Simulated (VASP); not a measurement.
# ReS (Fm-3m) in VASP: further runs

Runs on ReS. Level: PBE. Tasks: single point.

Everything below comes from runs of VASP 6.6.1. Logs are shortened: lines on timing, memory, paths and dates and some standing lists are left out, and cuts for length are marked.

### 1 The cell of the first run

Symmetry: Fm-3m, No. 225, cubic system. Conventional cell: a = 4.788 Å, b = 4.788 Å, c = 4.788 Å, α = 90.00°, β = 90.00°, γ = 90.00°. Within 3.2 Å of Re (site symmetry m-3m) lie 6 S at 2.39 Å. S (site symmetry m-3m) has 6 Re at 2.39 Å within 3.2 Å.

### 2 Single point, PBE, collinear spin

File INCAR:

```
SYSTEM = ReS
ALGO     = Normal         ! electronic algorithm
EDIFF    = 1E-6           ! SCF threshold, eV
ENCUT    = 500            ! plane-wave cutoff, eV
GGA      = PE             ! functional
GGA_COMPAT= .False.      
ISIF     = 2              ! what is computed and relaxed
ISMEAR   = 0              ! smearing method
ISPIN    = 2              ! spin polarisation
LASPH    = .True.         ! aspherical terms in the spheres
LCHARG   = .False.        ! write CHGCAR
LMAXMIX  = 4              ! l up to which the mixer works
LORBIT   = 11             ! projections on sites
LREAL    = .False.        ! projectors in reciprocal space
LWAVE    = .False.        ! write WAVECAR
MAGMOM   = 3.5 0          ! initial moments
NBANDS   = 22             ! bands
NELM     = 200            ! most SCF steps
PREC     = Accurate       ! precision mode
SIGMA    = 0.1            ! smearing width, eV
```

File KPOINTS:

```
k-points
0
Gamma
  14 14 14
  0 0 0
```

File POSCAR:

```
ReS
1.0
    0.0000000000      2.3942221231      2.3942221231
    2.3942221231      0.0000000000      2.3942221231
    2.3942221231      2.3942221231      0.0000000000
Re S
1 1
Direct
    0.0000000000      0.0000000000      0.0000000000
    0.5000000000      0.5000000000      0.5000000000
```

Potentials or basis: VASP PAW PBE potentials, release 64 (Re_sv_GW, S).

Run with:

```
> cat potpaw_PBE.64/Re_sv_GW/POTCAR potpaw_PBE.64/S/POTCAR > POTCAR
> mpirun -np 1 vasp_std > vasp.out
```

OUTCAR:

```text
SYSTEM = ReS
   EDIFF = 1E-6
   ENCUT = 500
   GGA = PE
   ISIF = 2
   ISMEAR = 0
   ISPIN = 2
   LASPH = .True.
   LORBIT = 11
   LREAL = .False.
   NELM = 200
   PREC = Accurate

 ion  position               nearest neighbor table
   1  0.000  0.000  0.000-   2 2.39   2 2.39   2 2.39   2 2.39   2 2.39   2 2.39
   2  0.500  0.500  0.500-   1 2.39   1 2.39   1 2.39   1 2.39   1 2.39   1 2.39

  LATTYP: Found a face centered cubic cell.
 ALAT       =     4.7884442462

  Lattice vectors:

 A1 = (   0.0000000000,   2.3942221231,   2.3942221231)
 A2 = (   2.3942221231,   0.0000000000,   2.3942221231)
 A3 = (   2.3942221231,   2.3942221231,   0.0000000000)

Analysis of symmetry for initial positions (statically):
=====================================================================
 Subroutine PRICEL returns:
 Original cell was already a primitive cell.

 Routine SETGRP: Setting up the symmetry group for a
 face centered cubic supercell.

 Subroutine GETGRP returns: Found 48 space group operations
 (whereof 48 operations were pure point group operations)
 out of a pool of 48 trial point group operations.

The static configuration has the point symmetry O_h .

Analysis of symmetry for dynamics (positions and initial velocities):
=====================================================================
 Subroutine PRICEL returns:
 Original cell was already a primitive cell.

 Routine SETGRP: Setting up the symmetry group for a
 face centered cubic supercell.

 Subroutine GETGRP returns: Found 48 space group operations
 (whereof 48 operations were pure point group operations)
 out of a pool of 48 trial point group operations.

The dynamic configuration has the point symmetry O_h .

Analysis of structural, dynamic, and magnetic symmetry:
=====================================================================
 Subroutine PRICEL returns:
 Original cell was already a primitive cell.

 Routine SETGRP: Setting up the symmetry group for a
 face centered cubic supercell.

 Subroutine GETGRP returns: Found 48 space group operations
 (whereof 48 operations were pure point group operations)
 out of a pool of 48 trial point group operations.

The overall configuration has the point symmetry O_h .

 Subroutine INISYM returns: Found 48 space group operations
 (whereof 48 operations are pure point group operations),
 and found     1 'primitive' translations

----------------------------------------------------------------------------------------

                                     Primitive cell

  volume of cell :      27.4488

  direct lattice vectors                    reciprocal lattice vectors
     0.000000000  2.394222123  2.394222123    -0.208836096  0.208836096  0.208836096
     2.394222123  0.000000000  2.394222123     0.208836096 -0.208836096  0.208836096
     2.394222123  2.394222123  0.000000000     0.208836096  0.208836096 -0.208836096

  length of vectors
     3.385941398  3.385941398  3.385941398     0.361714728  0.361714728  0.361714728

  position of ions in fractional coordinates (direct lattice)
     0.000000000  0.000000000  0.000000000
     0.500000000  0.500000000  0.500000000

  ion indices of the primitive-cell ions
   primitive index   ion index
                 1           1
                 2           2

----------------------------------------------------------------------------------------

 KPOINTS: k-points

Automatic generation of k-mesh.
 Grid dimensions read from file:
 generate k-points for:   14   14   14

 Generating k-lattice:

  Cartesian coordinates                     Fractional coordinates (reciprocal lattice)
    -0.014916864  0.014916864  0.014916864     0.071428571  0.000000000  0.000000000
     0.014916864 -0.014916864  0.014916864     0.000000000  0.071428571  0.000000000
     0.014916864  0.014916864 -0.014916864     0.000000000  0.000000000  0.071428571

  Length of vectors
     0.025836766  0.025836766  0.025836766

  Shift w.r.t. Gamma in fractional coordinates (k-lattice)
     0.000000000  0.000000000  0.000000000

 Subroutine IBZKPT returns following result:
 ===========================================

 Found    104 irreducible k-points:

 Following reciprocal coordinates:
            Coordinates               Weight
  0.000000  0.000000  0.000000      1.000000
  0.071429  0.000000  0.000000      8.000000
  0.142857  0.000000  0.000000      8.000000
  0.214286  0.000000  0.000000      8.000000
  0.285714  0.000000  0.000000      8.000000
  0.357143  0.000000  0.000000      8.000000
[... 16 lines left out ...]
  0.214286  0.142857  0.000000     24.000000
  0.285714  0.142857  0.000000     24.000000
 [... further k-points ...]
   k-points           NKPTS =    104   k-points in BZ     NKDIM =    104   number of bands    NBANDS=     22
   number of dos      NEDOS =    301   number of ions     NIONS =      2
   total plane-waves  NPLWV =  21952
   dimension x,y,z NGX =    28 NGY =   28 NGZ =   28
   dimension x,y,z NGXF=    56 NGYF=   56 NGZF=   56
   ions per type =               1   1
   NGX,Y,Z   is equivalent  to a cutoff of  13.75, 13.75, 13.75 a.u.
   NGXF,Y,Z  is equivalent  to a cutoff of  27.50, 27.50, 27.50 a.u.
 SYSTEM =  ReS
   PREC   = accura    normal or accurate (medium, high low for compatibility)
   ISTART =      0    job   : 0-new  1-cont  2-samecut
   ICHARG =      2    charge: 1-file 2-atom 10-const
   ISPIN  =      2    spin polarized calculation?
   LNONCOLLINEAR =      F non collinear calculations
   LSORBIT =      F    spin-orbit coupling
   LASPH  =      T    aspherical Exc in radial PAW
   ENCUT  =  500.0 eV  36.75 Ry    6.06 a.u.   6.17  6.17  6.17*2*pi/ulx,y,z
   NELM   =    200;   NELMIN=  2; NELMDL= -5     # of ELM steps
   EDIFF  = 0.1E-05   stopping-criterion for ELM
   LREAL  =      F    real-space projection
[... 7 lines left out ...]
   TEBEG  =    0.0;   TEEND  =   0.0 temperature during run
   PSTRESS=    0.0 pullay stress
   NELECT =      21.0000    total number of electrons
   NUPDOWN=      -1.0000    fix difference up-down
   EMIN   =  10.00;   EMAX   =-10.00  energy-range for DOS
   EFERMI =   0.00;   METHOD = LEGACY
   ISMEAR =     0;   SIGMA  =   0.10  broadening in eV -4-tet -1-fermi 0-gaus
   EFERMI_NEDOS =   21; number of points for ismear=-14 and -15
   IALGO  =     38    algorithm
   IMIX   =      4    mixing-type and parameters
     AMIX     =   0.40;   BMIX     =  1.00
     AMIX_MAG =   1.60;   BMIX_MAG =  1.00
  volume/ion in A,a.u.               =      13.72        92.62
  Fermi-wavevector in a.u.,A,eV,Ry     =   1.497293  2.829474 30.502720  2.241887
  Thomas-Fermi vector in A             =   2.609200
   LORBIT       =     11    0 simple, 1 ext, 2 COOP (PROOUT), +10 PAW based schemes
   GGA     = PE    functional components
   LHFCALC =     F    Hartree Fock is set to
   AEXX    =    0.0000 exact exchange contribution
   IVDW    =     0    specifies the selected vdW correction
   LEPSILON=     F    determine dielectric tensor
   LRPA    =     F    only Hartree local field effects (RPA)
 spin polarized calculation
 Gauss-broadening in eV      SIGMA  =   0.10
  energy-cutoff  :      500.00
  volume of cell :       27.45
 maximum number of plane-waves:       725
 NGX is ok and might be reduce to    28
   NGX = 13   NGY = 13   NGZ = 13

 number of electron      21.0000002 magnetization       0.0071504

 number of electron      21.0000002 magnetization      -0.0006086

 Free energy of the ion-electron system (eV)
  ---------------------------------------------------
  ext. energy  EPLUGINS =         0.00000000
  ---------------------------------------------------
  free energy    TOTEN  =       -16.00565482 eV

  energy without entropy =      -15.99053390  energy(sigma->0) =      -15.99809436

 E-fermi :  13.0744     XC(G=0): -13.1326

 val. band max:       13.0741034314   @ k =  -0.2857   0.4286   0.2143
 cond. band min:      13.0852698275   @ k =  -0.2857   0.2143   0.0714
 fundamental gap:      0.0111663961
 Fermi energy:        13.0743599948

 spin component 1

 k-point     1 :       0.0000    0.0000    0.0000
  band No.  band energies     occupation
      1     -67.2649      1.00000
      2     -29.1715      1.00000
      3     -29.1715      1.00000
      4     -29.1715      1.00000
      5      -4.6325      1.00000
      6       9.7765      1.00000
[... 14 lines left out ...]
     21      31.2868      0.00000
     22      32.3270      0.00000
[... 552 lines left out ...]
  band No.  band energies     occupation
      1     -67.2604      1.00000
      2     -29.2601      1.00000
      3     -29.1943      1.00000
      4     -29.1913      1.00000
      5      -3.4596      1.00000
      6       5.2194      1.00000
[... 14 lines left out ...]
     21      32.7738      0.00000
     22      34.8102      0.00000

 [... further k-points ...]

 spin component 2

 k-point     1 :       0.0000    0.0000    0.0000
  band No.  band energies     occupation
      1     -67.2652      1.00000
      2     -29.1718      1.00000
      3     -29.1718      1.00000
      4     -29.1718      1.00000
      5      -4.6326      1.00000
      6       9.7761      1.00000
[... 14 lines left out ...]
     21      31.2865      0.00000
     22      32.3269      0.00000
[... 552 lines left out ...]
  band No.  band energies     occupation
      1     -67.2607      1.00000
      2     -29.2604      1.00000
      3     -29.1947      1.00000
      4     -29.1917      1.00000
      5      -3.4596      1.00000
      6       5.2193      1.00000
[... 14 lines left out ...]
     21      32.7736      0.00000
     22      34.8100      0.00000

 [... further k-points ...]

------------------------ aborting loop because EDIFF is reached ----------------------------------------

  FORCE on cell =-STRESS in cart. coord.  units (eV):
  Direction    XX          YY          ZZ          XY          YZ          ZX
  --------------------------------------------------------------------------------------
  -------------------------------------------------------------------------------------
  Total        3.2290897      3.2290897      3.2290897      0.0000000      0.0000000     -0.0000000
  in kB      188.4809138    188.4809138    188.4809138      0.0000000      0.0000000     -0.0000000
  external PRESSURE =     188.4809138 kB  Pullay stress =       0.0000000 kB

 VOLUME and BASIS-vectors are now :
 -----------------------------------------------------------------------------
  energy-cutoff  :      500.00
  volume of cell :       27.45
      direct lattice vectors                 reciprocal lattice vectors
     0.000000000  2.394222123  2.394222123    -0.208836096  0.208836096  0.208836096
     2.394222123  0.000000000  2.394222123     0.208836096 -0.208836096  0.208836096
     2.394222123  2.394222123  0.000000000     0.208836096  0.208836096 -0.208836096

 POSITION                                       TOTAL-FORCE (eV/Angst)
 -----------------------------------------------------------------------------------
      0.00000      0.00000      0.00000         0.000000      0.000000      0.000000
      2.39422      2.39422      2.39422        -0.000000     -0.000000     -0.000000
 -----------------------------------------------------------------------------------
    total drift:                               -0.000000      0.000000      0.000000

  FREE ENERGIE OF THE ION-ELECTRON SYSTEM (eV)
  ---------------------------------------------------
  free  energy   TOTEN  =       -16.0056548220 eV

  energy  without entropy=      -15.9905338974  energy(sigma->0) =      -15.99809436

 total charge

# of ion       s       p       d       f       tot
--------------------------------------------------
    1        3.560   6.014   4.360   0.086  14.020
    2        1.305   2.407   0.000   0.000   3.712
--------------------------------------------------
tot          4.866   8.421   4.360   0.086  17.732

 magnetization (x)

# of ion       s       p       d       f       tot
--------------------------------------------------
    1       -0.000  -0.000  -0.000  -0.000  -0.001
    2       -0.000  -0.000   0.000   0.000  -0.000
--------------------------------------------------
tot         -0.000  -0.000  -0.000  -0.000  -0.001
```

Wall time 2.5 min (1 thread of AMD EPYC 7R13 (Zen 3), shared host); peak memory 0.22 GiB.

What came out:

* Free energy: -16.0057 eV
* Pressure: 18.8 GPa
* Net moment: 0.00 μB per cell
* Valence electrons inside the program's atomic spheres: Re 14.02; S 3.71

Caveat: the cell stands under pressure; spin-orbit coupling is left out, which moves the levels of the heavy elements.

### 3 Single point, PBE, collinear spin

This run uses another cell than the first one, of 15.51 Å³/atom.

File INCAR:

```
SYSTEM = ReS
PREC = Accurate
ENCUT = 520
EDIFF = 1E-6
ISMEAR = 0
SIGMA = 0.1
LREAL = .False.
LASPH = .True.
NELM = 150
ALGO = Normal
ISIF = 2
LWAVE = .False.
LCHARG = .False.
ISPIN = 2
MAGMOM = 3.5 0
LORBIT = 11
LMAXMIX = 4
GGA = PE
NBANDS = 18
```

File KPOINTS:

```
regular mesh
0
Gamma
  14 14 14
  0 0 0
```

File POSCAR:

```
ReS
1.0
    0.0000000000      2.4940947227      2.4940947227
    2.4940947227      0.0000000000      2.4940947227
    2.4940947227      2.4940947227      0.0000000000
Re S
1 1
Direct
    0.0000000000      0.0000000000      0.0000000000
    0.5000000000      0.5000000000      0.5000000000
```

Potentials or basis: VASP PAW PBE potentials, release 64 (Re, S).

Run with:

```
> cat potpaw_PBE.64/Re/POTCAR potpaw_PBE.64/S/POTCAR > POTCAR
> mpirun -np 1 vasp_std > vasp.out
```

Wall time 1.8 min (1 thread of AMD EPYC 9R45 (Zen 5), shared host); peak memory 0.21 GiB.

The run converged. Its results:

| Quantity | Value |
| --- | --- |
| Free energy | -14.5006 eV |
| Pressure | -3.3 GPa |
| Net moment | 1.33 μB per cell |
| Site moments | Re +1.24; S +0.01 μB |
| Valence electrons inside the program's atomic spheres | Re 5.76; S 3.64 |

Levels at points of the mesh, in eV from the Fermi level:
Spin up:
```tsv
k point	band 4	band 5	band 6	band 7	band 8	band 9	band 10	band 11
(0.00, 0.00, 0.00)	-3.00	-3.00	-3.00	-3.00	-2.53	-2.53	1.95	9.02
(0.50, 0.00, 0.00)	-6.60	-0.68	-0.68	-0.16	2.37	4.78	4.78	5.90
(0.50, 0.50, 0.00)	-4.51	-4.51	-1.51	0.00	0.00	0.11	2.00	10.42
```
Spin down:
```csv
k point,band 3,band 4,band 5,band 6,band 7,band 8,band 9,band 10
"(0.00, 0.00, 0.00)",-2.96,-2.96,-2.20,-2.20,-2.20,-1.96,-1.96,2.33
"(0.50, 0.00, 0.00)",-6.32,-6.32,0.27,0.27,0.74,2.58,5.20,5.20
"(0.50, 0.50, 0.00)",-4.43,-4.43,-4.07,-0.92,0.67,1.04,1.04,2.55
```

Caveat: the cell stands under tension; spin-orbit coupling is left out, which moves the levels of the heavy elements.

### 4 Single point, PBE, collinear spin

This run uses another cell than the first one, of 16.41 Å³/atom.

File INCAR:

```
SYSTEM = ReS
ALGO = Normal ; EDIFF = 1E-6
ENCUT = 520 ; GGA = PE
ISIF = 2 ; ISMEAR = 0
ISPIN = 2 ; LASPH = .TRUE.
LCHARG = .FALSE. ; LMAXMIX = 4
LORBIT = 11 ; LREAL = .FALSE.
LWAVE = .FALSE. ; MAGMOM = 3.5 0
NBANDS = 18 ; NELM = 150
PREC = Accurate ; SIGMA = 0.1
```

File KPOINTS:

```
k-points
0
G
  14 14 14
  0 0 0
```

File POSCAR:

```
ReS
1.0
    0.0000000000      2.5411641827      2.5411641827
    2.5411641827      0.0000000000      2.5411641827
    2.5411641827      2.5411641827      0.0000000000
Re S
1 1
Direct
    0.0000000000      0.0000000000      0.0000000000
    0.5000000000      0.5000000000      0.5000000000
```

Run with:

```
> cat potpaw_PBE.64/Re/POTCAR potpaw_PBE.64/S/POTCAR > POTCAR
> mpirun -np 1 vasp_std > vasp.out
```

It took 85 s on 1 thread of AMD EPYC 9R45 (Zen 5), shared host; peak memory 0.21 GiB.

It converged, with:

```yaml
Free_energy: -14.4361 eV
Pressure: -9.3 GPa
Net_moment: 1.89 μB per cell
Site_moments: Re +1.76; S +0.01 μB
Valence_electrons_inside_the_program's_atomic_spheres: Re 5.64; S 3.62
```

Levels at points of the mesh, in eV from the Fermi level:
Spin up:
```
           k point  band 6  band 7  band 8  band 9  band 10  band 11
(0.00, 0.00, 0.00)   -2.91   -2.91   -2.45   -2.45     1.38     9.03
(0.50, 0.00, 0.00)   -0.85   -0.38    2.35    4.25     4.25     5.78
(0.50, 0.50, 0.00)   -1.53   -0.24   -0.24   -0.09     1.50     9.93
```
Spin down:
```csv
k point,band 3,band 4,band 5,band 6,band 7,band 8,band 9,band 10
"(0.00, 0.00, 0.00)",-2.91,-2.91,-1.78,-1.78,-1.78,-1.64,-1.64,1.93
"(0.50, 0.00, 0.00)",-5.94,-5.94,0.50,0.50,0.89,2.64,4.86,4.86
"(0.50, 0.50, 0.00)",-4.29,-4.29,-3.54,-0.67,0.72,1.22,1.22,2.31
```

Caveat: the cell stands under tension; spin-orbit coupling is left out, which moves the levels of the heavy elements.

(Part 1 of 2 ends here.)
